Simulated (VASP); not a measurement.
# GaSb (Fm-3m) in VASP: notebook, part 2 of 2

VASP 6.6.1. The steps go on from the part before.

### 3 Relaxation of cell and atoms, r2SCAN

This run uses another cell than the first one, of 24.45 Å³/atom, 1.151 times its volume.

Input file POSCAR:

```
GaSb
1.0
    0.0000000000      2.9025052392      2.9025052392
    2.9025052392      0.0000000000      2.9025052392
    2.9025052392      2.9025052392      0.0000000000
Ga Sb
1 1
Direct
    0.0000000000      0.0000000000      0.0000000000
    0.5000000000      0.5000000000      0.5000000000
```

Input file INCAR.step1:

```
SYSTEM = GaSb
PREC     = Accurate       ! precision mode
ENCUT    = 600            ! plane-wave cutoff, eV
ISMEAR   = -1             ! smearing method
SIGMA    = 0.02           ! smearing width, eV
LREAL    = .False.        ! projectors in reciprocal space
LASPH    = .True.         ! aspherical terms in the spheres
NELM     = 100            ! most SCF steps
GGA      = PE             ! functional
ALGO     = Normal         ! electronic algorithm
EDIFF    = 1E-4           ! SCF threshold, eV
LWAVE    = .True.         ! write WAVECAR
LCHARG   = .False.        ! write CHGCAR
```

Input file INCAR.step2:

```
SYSTEM = GaSb
PREC     = Accurate       ! precision mode
ENCUT    = 600            ! plane-wave cutoff, eV
EDIFF    = 1E-6           ! SCF threshold, eV
ISMEAR   = -1             ! smearing method
SIGMA    = 0.02           ! smearing width, eV
LREAL    = .False.        ! projectors in reciprocal space
LASPH    = .True.         ! aspherical terms in the spheres
NELM     = 100            ! most SCF steps
ALGO     = Normal         ! electronic algorithm
ISIF     = 3              ! what is computed and relaxed
LWAVE    = .False.        ! write WAVECAR
LCHARG   = .False.        ! write CHGCAR
METAGGA  = R2SCAN         ! meta-GGA
LMIXTAU  = .True.       
IBRION   = 2              ! ionic algorithm
NSW      = 80             ! ionic steps
EDIFFG   = -0.005         ! ionic threshold
ISTART   = 1
```

Input file KPOINTS:

```
regular mesh
0
Gamma
  8 8 8
  0 0 0
```

Potentials or basis: VASP PAW PBE potentials, release 64 (Ga_d, Sb).

Command:

```
$ cat potpaw_PBE.64/Ga_d/POTCAR potpaw_PBE.64/Sb/POTCAR > POTCAR
$ cp INCAR.step1 INCAR
$ mpirun -np 1 vasp_std > vasp.out
$ cp INCAR.step2 INCAR
$ mpirun -np 1 vasp_std > vasp.out
```

OUTCAR:

```text
SYSTEM = GaSb
   PREC = Accurate
   ENCUT = 600
   EDIFF = 1E-6
   ISMEAR = -1
   LREAL = .False.
   LASPH = .True.
   NELM = 100
   ISIF = 3
   METAGGA = R2SCAN
   IBRION = 2
   NSW = 80
   EDIFFG = -0.005
   ISTART = 1

 ion  position               nearest neighbor table
   1  0.000  0.000  0.000-   2 2.90   2 2.90   2 2.90   2 2.90   2 2.90   2 2.90
   2  0.500  0.500  0.500-   1 2.90   1 2.90   1 2.90   1 2.90   1 2.90   1 2.90

  LATTYP: Found a face centered cubic cell.
 ALAT       =     5.8050104784

  Lattice vectors:

 A1 = (   0.0000000000,   2.9025052392,   2.9025052392)
 A2 = (   2.9025052392,   0.0000000000,   2.9025052392)
 A3 = (   2.9025052392,   2.9025052392,   0.0000000000)

Analysis of symmetry for initial positions (statically):
=====================================================================
 Subroutine PRICEL returns:
 Original cell was already a primitive cell.

 Routine SETGRP: Setting up the symmetry group for a
 face centered cubic supercell.

 Subroutine GETGRP returns: Found 48 space group operations
 (whereof 48 operations were pure point group operations)
 out of a pool of 48 trial point group operations.

The static configuration has the point symmetry O_h .

Analysis of symmetry for dynamics (positions and initial velocities):
=====================================================================
 Subroutine PRICEL returns:
 Original cell was already a primitive cell.

 Routine SETGRP: Setting up the symmetry group for a
 face centered cubic supercell.

 Subroutine GETGRP returns: Found 48 space group operations
 (whereof 48 operations were pure point group operations)
 out of a pool of 48 trial point group operations.

The dynamic configuration has the point symmetry O_h .

 Subroutine INISYM returns: Found 48 space group operations
 (whereof 48 operations are pure point group operations),
 and found     1 'primitive' translations

[... 129 lines left out ...]
 maximum number of plane-waves:      1660
 NGX is ok and might be reduce to    36
   NGX = 17   NGY = 17   NGZ = 17

--------------------------------------- Ionic step        1  -------------------------------------------

 number of electron      18.0000004 magnetization

 Free energy of the ion-electron system (eV)
  ---------------------------------------------------
  ext. energy  EPLUGINS =         0.00000000
  ---------------------------------------------------
  free energy    TOTEN  =       -37.03718466 eV

  energy without entropy =      -37.03643436  energy(sigma->0) =      -37.03680951

------------------------ aborting loop because EDIFF is reached ----------------------------------------

  FORCE on cell =-STRESS in cart. coord.  units (eV):
  Direction    XX          YY          ZZ          XY          YZ          ZX
  --------------------------------------------------------------------------------------
  -------------------------------------------------------------------------------------
  Total       -0.5517752     -0.5517752     -0.5517752      0.0000000      0.0000000      0.0000000
  in kB      -18.0768919    -18.0768919    -18.0768919      0.0000000      0.0000000      0.0000000
  external PRESSURE =     -18.0768919 kB  Pullay stress =       0.0000000 kB
[... 59 lines left out ...]
--------------------------------------- Ionic step        3  -------------------------------------------

 number of electron      18.0000001 magnetization

 Free energy of the ion-electron system (eV)
  ---------------------------------------------------
  ext. energy  EPLUGINS =         0.00000000
  ---------------------------------------------------
  free energy    TOTEN  =       -37.04586038 eV

  energy without entropy =      -37.04493230  energy(sigma->0) =      -37.04539634

 E-fermi :   6.3562     XC(G=0): -10.9891

 val. band max:        6.3294271356   @ k =   0.2500   0.2500   0.0000
 cond. band min:       6.4778630908   @ k =  -0.2500   0.2500   0.0000
 fundamental gap:      0.1484359552
 Fermi energy:         6.3561929511

 k-point     1 :       0.0000    0.0000    0.0000
  band No.  band energies     occupation
      1      -8.8578      2.00000
      2      -8.8578      2.00000
      3      -8.8301      2.00000
      4      -8.8301      2.00000
      5      -8.8301      2.00000
      6      -6.0068      2.00000
      7       6.5683      0.00005
      8       6.5683      0.00005
      9       6.5683      0.00005
     10       6.8113      0.00000
     11      13.1198      0.00000
     12      13.1199      0.00000
     13      13.1199      0.00000
[... 354 lines left out ...]
  band No.  band energies     occupation
      1      -8.9028      2.00000
      2      -8.8726      2.00000
      3      -8.8279      2.00000
      4      -8.8199      2.00000
      5      -8.8105      2.00000
      6      -3.0012      2.00000
      7      -0.7278      2.00000
      8       3.9482      2.00000
      9       4.4224      2.00000
     10       8.3657      0.00000
     11       9.4503      0.00000
     12      13.3403      0.00000
     13      13.8976      0.00000

 [... further k-points ...]
[... 5 lines left out ...]
  --------------------------------------------------------------------------------------
  -------------------------------------------------------------------------------------
  Total        0.0074976      0.0074976      0.0074976      0.0000000     -0.0000000      0.0000000
  in kB        0.2533131      0.2533131      0.2533131      0.0000000     -0.0000000      0.0000000
  external PRESSURE =       0.2533131 kB  Pullay stress =       0.0000000 kB
[... 17 lines left out ...]
  FREE ENERGIE OF THE ION-ELECTRON SYSTEM (eV)
  ---------------------------------------------------
  free  energy   TOTEN  =       -37.0458603758 eV

  energy  without entropy=      -37.0449323001  energy(sigma->0) =      -37.04539634

 reached required accuracy - stopping structural energy minimisation
```

OUTCAR.step1:

```text
SYSTEM = GaSb
   PREC = Accurate
   ENCUT = 600
   ISMEAR = -1
   LREAL = .False.
   LASPH = .True.
[... 605 lines left out ...]
      0.00000      0.00000      0.00000         0.000000      0.000000      0.000000
      2.90251      2.90251      2.90251         0.000000      0.000000     -0.000000
 -----------------------------------------------------------------------------------
    total drift:                               -0.000000      0.000000      0.000000

  FREE ENERGIE OF THE ION-ELECTRON SYSTEM (eV)
  ---------------------------------------------------
  free  energy   TOTEN  =        -6.9872173980 eV

  energy  without entropy=       -6.9861640670  energy(sigma->0) =       -6.98669073
```

OSZICAR.step1:

```text
N       E                     dE             d eps       ncg     rms          rms(c)
DAV:   1     0.831897320594E+02    0.83190E+02   -0.96117E+03   754   0.196E+03
DAV:   2    -0.116193382505E+01   -0.84352E+02   -0.82076E+02   819   0.351E+02
DAV:   3    -0.689354597536E+01   -0.57316E+01   -0.56202E+01   894   0.743E+01
DAV:   4    -0.699526733887E+01   -0.10172E+00   -0.10165E+00   923   0.108E+01
DAV:   5    -0.699756184802E+01   -0.22945E-02   -0.22943E-02   942   0.145E+00    0.233E+00
DAV:   6    -0.698552098374E+01    0.12041E-01   -0.49432E-02   935   0.416E+00    0.132E+00
DAV:   7    -0.698695241849E+01   -0.14314E-02   -0.11725E-02  1031   0.139E+00    0.275E-01
DAV:   8    -0.698719395988E+01   -0.24154E-03   -0.16975E-03   874   0.651E-01    0.498E-02
DAV:   9    -0.698721739796E+01   -0.23438E-04   -0.89684E-05   617   0.140E-01
   1 F= -.69872174E+01 E0= -.69866907E+01  d E =-.105333E-02
```

Wall time 11 min (1 thread of Intel Xeon 8259CL, shared host); peak memory 0.24 GiB.

What came out:

* Free energy: -37.0459 eV
* Relaxed volume: 23.71 Å³/atom
* Relaxed cell: a = 4.063 Å, b = 4.063 Å, c = 4.063 Å, α = 60.00°, β = 60.00°, γ = 60.00°
* Space group after relaxing (to 0.05 Å): Fm-3m (No. 225)
* Energy gained by relaxing: 4.3 meV/atom
* Ionic steps: 3
* Pressure after relaxing: 0.0 GPa
* Band gap on the k mesh: zero (band 9 reaches 7.31 eV, above the bottom of band 10 at 3.90 eV)

The path:
```
step  energy change (eV)  largest force (eV/Å)  pressure (GPa)  volume (Å³)
   1              0.0000                0.0000           -1.81        48.90
   2             -0.0078                0.0000            0.63        46.98
   3             -0.0087                0.0000            0.03        47.42
```

Final structure:
```cif
data_structure
_symmetry_space_group_name_H-M 'P 1'
_symmetry_Int_Tables_number 1
_cell_length_a 4.0628
_cell_length_b 4.0628
_cell_length_c 4.0628
_cell_angle_alpha 60.000
_cell_angle_beta 60.000
_cell_angle_gamma 60.000
_cell_volume 47.42
loop_
_atom_site_label
_atom_site_type_symbol
_atom_site_fract_x
_atom_site_fract_y
_atom_site_fract_z
_atom_site_occupancy
Ga1 Ga 0.00000 0.00000 0.00000 1
Sb1 Sb 0.50000 0.50000 0.50000 1
```

Caveat: the PAW data sets were made with another functional, which shifts forces and pressure a little; spin-orbit coupling is left out, which moves the levels of the heavy elements.

### 4 Single point, PBE

This run uses another cell than the first one, of 23.72 Å³/atom, 1.116 times its volume.

Input file INCAR:

```
ALGO     = Normal         # electronic algorithm
EDIFF    = 1E-6           # SCF threshold, eV
ENCUT    = 500            # plane-wave cutoff, eV
GGA      = PE             # functional
GGA_COMPAT= False        
ISIF     = 2              # what is computed and relaxed
ISMEAR   = -1             # smearing method
LASPH    = True           # aspherical terms in the spheres
LCHARG   = False          # write CHGCAR
LREAL    = False          # projectors in reciprocal space
LWAVE    = False          # write WAVECAR
NBANDS   = 16             # bands
NELM     = 120            # most SCF steps
PREC     = Accurate       # precision mode
SIGMA    = 0.02           # smearing width, eV
```

Input file KPOINTS:

```
k-points
0
Gamma
  8 8 8
```

Input file POSCAR:

```
GaSb
1.0
    0.0000000000      2.8731179496      2.8731179496
    2.8731179496      0.0000000000      2.8731179496
    2.8731179496      2.8731179496      0.0000000000
Ga Sb
1 1
Direct
    0.0000000000      0.0000000000      0.0000000000
    0.5000000000      0.5000000000      0.5000000000
```

Command:

```
$ cat potpaw_PBE.64/Ga_d/POTCAR potpaw_PBE.64/Sb/POTCAR > POTCAR
$ mpirun -np 1 vasp_std > vasp.out
```

Run time: 21 s. Hardware: 1 thread of Intel Xeon 8259CL, shared host; peak memory 0.18 GiB.

Results (log left out):

```yaml
Free_energy: -6.9794 eV
Pressure: 1.7 GPa
Band_gap_on_the_k_mesh: zero (band 9 reaches 7.43 eV, above the bottom of band 10 at 4.19 eV)
```

Levels at points of the mesh, in eV from the Fermi level:
```
           k point  band 6  band 7  band 8  band 9  band 10  band 11  band 12  band 13
(0.00, 0.00, 0.00)  -11.81    0.11    0.30    0.30     0.30     6.40     6.40     6.40
(0.50, 0.00, 0.00)   -9.40   -7.29    0.62    0.62     2.33     2.33     2.89     3.08
(0.50, 0.50, 0.00)   -8.69   -5.01   -3.79   -2.27    -2.27     3.15     9.15     9.15
```

Caveat: spin-orbit coupling is left out, which moves the levels of the heavy elements.

### 5 Overview

```csv
task,level,cell,cutoff (eV),gap on the mesh (eV),pressure (GPa),relaxed volume (Å³/atom)
relaxation of cell and atoms,PBE,"relaxed from a = 3.917 Å, angles 60.0°, 2 atoms",600,none,0.0,24.46
relaxation of cell and atoms,r2SCAN,"relaxed from a = 4.105 Å, angles 60.0°, 2 atoms",600,none,0.0,23.71
single point,PBE,"a = 4.063 Å, angles 60.0°, 2 atoms",500,none,1.7,-
```

Alike in all rows: potentials or basis VASP PAW PBE potentials, release 64 (Ga_d, Sb); no spin polarisation; k mesh 8 × 8 × 8; smearing fermi-dirac 0.02 eV.

Caveats: spin-orbit coupling is left out, which moves the levels of the heavy elements; the volume moved by over 15 % at a fixed basis, so the end points are rough (some runs); the PAW data sets were made with another functional, which shifts forces and pressure a little (some runs).

Total energies depend on the potentials used, so only differences within one code and one set of settings carry meaning.
